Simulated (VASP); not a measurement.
Write the native input for VASP 6.6.1 that does the following.

| Item | Value |
| --- | --- |
| Task | single point |
| Functional | PBE |
| Potentials or basis | VASP PAW PBE potentials, release 64 (N, Ga_d, P) |
| Cutoff | 520 eV |
| k mesh | 8 × 8 × 8 |
| Occupations | fermi-dirac, width 0.02 eV |
| Spin | no spin polarisation |
| Dipole correction | no |
| Further INCAR settings | ALGO = Normal; EDIFF = 1e-07; NBANDS = 46 |

The structure of Ga4P3N lies in POSCAR:

```
Ga4P3N
1.0
   -2.6120867391      2.6120867391      5.1689772579
    2.6120867391     -2.6120867391      5.1689772579
    2.6120867391      2.6120867391     -5.1689772579
N Ga P
1 4 3
Direct
    0.0000000000      0.0000000000      0.0000000000
    0.6667276820      0.6667276820      0.5622700099
    0.8955423279      0.3332723180      0.0000000000
    0.1044576721      0.1044576721      0.4377299901
    0.3332723180      0.8955423279      0.0000000000
    0.2500000000      0.7500000000      0.5000000000
    0.5000000000      0.5000000000      0.0000000000
    0.7500000000      0.2500000000      0.5000000000
```

The input as run:

INCAR

```
SYSTEM = Ga4P3N
PREC     = Accurate       ! precision mode
ENCUT    = 520            ! plane-wave cutoff, eV
EDIFF    = 1E-7           ! SCF threshold, eV
ISMEAR   = -1             ! smearing method
SIGMA    = 0.02           ! smearing width, eV
LREAL    = .FALSE.        ! projectors in reciprocal space
LASPH    = .TRUE.         ! aspherical terms in the spheres
NELM     = 60             ! most SCF steps
ALGO     = Normal         ! electronic algorithm
ISIF     = 2              ! what is computed and relaxed
LWAVE    = .FALSE.        ! write WAVECAR
LCHARG   = .FALSE.        ! write CHGCAR
GGA      = PE             ! functional
NBANDS   = 46             ! bands
```

KPOINTS

```
regular mesh
0
G
  8 8 8
  0 0 0
```

Potentials or basis: VASP PAW PBE potentials, release 64 (N, Ga_d, P).

Launch:

```console
$ cat potpaw_PBE.64/N/POTCAR potpaw_PBE.64/Ga_d/POTCAR potpaw_PBE.64/P/POTCAR > POTCAR
$ mpirun -np 1 vasp_std > vasp.out
```

It gave:

```
Pressure               : 3.0 GPa
Largest force          : 0.059 eV/Å
Band gap on the k mesh : 0.90 eV, direct
```

Wall time 7.2 min on 1 thread of Intel(R) Xeon(R) 6975P-C (Granite Rapids), on a shared host, peak memory 0.51 GiB.
